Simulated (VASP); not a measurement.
Runs of VASP 6.6.1 on Si. The structure is that of space group P-3m1 (No. 164), or close to it. The cells are those of the table. 

```tsv
cell	gap on the mesh (eV)	largest force (eV/Å)
a = 3.875, b = 3.875, c = 28.000 Å, angles 90.0, 90.0, 120.0°, 2 atoms	none	0.02
a = 3.750, b = 3.750, c = 28.000 Å, angles 90.0, 90.0, 120.0°, 2 atoms	none	(a)
a = 3.937, b = 3.937, c = 28.000 Å, angles 90.0, 90.0, 120.0°, 2 atoms	none	0.40
a = 3.688, b = 3.688, c = 28.000 Å, angles 90.0, 90.0, 120.0°, 2 atoms	none	0.34
```

Alike in all rows: task single point; level PBE; potentials or basis VASP PAW PBE potentials, release 64 (Si); no spin polarisation; k mesh 15 × 15 × 1; cutoff (eV) 520; smearing gaussian 0.1 eV.

Fill in the values left out.

(a) 0.31.

A gap of «none» marks levels without a gap at the run's occupations.
